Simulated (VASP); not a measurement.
Write the native input for VASP 6.6.1 that does the following.

```yaml
Task: single point
Functional: r2SCAN
Potentials_or_basis: VASP PAW PBE potentials, release 64 (Ru_pv, Se)
Cutoff: 520 eV
k_mesh: 6 × 6 × 6
Occupations: gaussian, width 0.05 eV
Spin: collinear spin, zero start
Starting_moments: "[0.0, 0.0] μB"
Fixed_moment: 0 μB
Hubbard_terms: Ru d U = 4.0 eV
Dipole_correction: no
Further_INCAR_settings: ALGO = Normal; EDIFF = 1e-07; NBANDS = 21
```

The system is RuSe.

```
Ru Se
1.0
     0.00000    2.67762    2.67762
     2.67762    0.00000    2.67762
     2.67762    2.67762    0.00000
Ru Se
1 1
Direct
  0.50000 0.50000 0.50000
  0.00000 0.00000 0.00000
```

The input as run:

POSCAR

```
RuSe
1.0
    0.0000000000      2.6776164100      2.6776164100
    2.6776164100      0.0000000000      2.6776164100
    2.6776164100      2.6776164100      0.0000000000
Ru Se
1 1
Direct
    0.5000000000      0.5000000000      0.5000000000
    0.0000000000      0.0000000000      0.0000000000
```

INCAR.step1

```
SYSTEM = RuSe
PREC = Accurate ; ENCUT = 520
ISMEAR = 0 ; SIGMA = 0.05
LREAL = .False. ; LASPH = .True.
NELM = 150 ; ISPIN = 2
MAGMOM = 0 0 ; NUPDOWN = 0.0
LMAXMIX = 4 ; LDAU = .True.
LDAUTYPE = 2 ; LDAUL = 2 -1
LDAUU = 4 0 ; LDAUJ = 0 0
NBANDS = 21 ; GGA = PE
ALGO = Normal ; EDIFF = 1E-4
LWAVE = .True. ; LCHARG = .False.
```

INCAR.step2

```
SYSTEM = RuSe
PREC = Accurate ; ENCUT = 520
EDIFF = 1E-7 ; ISMEAR = 0
SIGMA = 0.05 ; LREAL = .False.
LASPH = .True. ; NELM = 150
ALGO = Normal ; ISIF = 2
LWAVE = .False. ; LCHARG = .False.
ISPIN = 2 ; MAGMOM = 0 0
LORBIT = 11 ; NUPDOWN = 0.0
LMAXMIX = 4 ; LDAU = .True.
LDAUTYPE = 2 ; LDAUL = 2 -1
LDAUU = 4 0 ; LDAUJ = 0 0
LDAUPRINT = 1 ; METAGGA = R2SCAN
LMIXTAU = .True. ; NBANDS = 21
ISTART = 1
```

KPOINTS

```
regular mesh
0
Gamma
  6 6 6
  0 0 0
```

Potentials or basis: VASP PAW PBE potentials, release 64 (Ru_pv, Se).

Run with:

```console
$ cat potpaw_PBE.64/Ru_pv/POTCAR potpaw_PBE.64/Se/POTCAR > POTCAR
$ cp INCAR.step1 INCAR
$ mpirun -np 1 vasp_std > vasp.out
$ cp INCAR.step2 INCAR
$ mpirun -np 1 vasp_std > vasp.out
```

It gave:

| Property | Result |
| --- | --- |
| Pressure | -4.4 GPa |
| Net moment | 0.00 μB per cell |
| Valence electrons inside the program's atomic spheres | Ru 12.38; Se 3.92 |

Caveat: the cell stands under tension; the PAW data sets were made with another functional, which shifts forces and pressure a little; the total moment is fixed, so each spin has its own Fermi level.

Run time: 2.6 min on 1 thread of Intel Xeon 8259CL (shared host), peak memory 0.19 GiB.
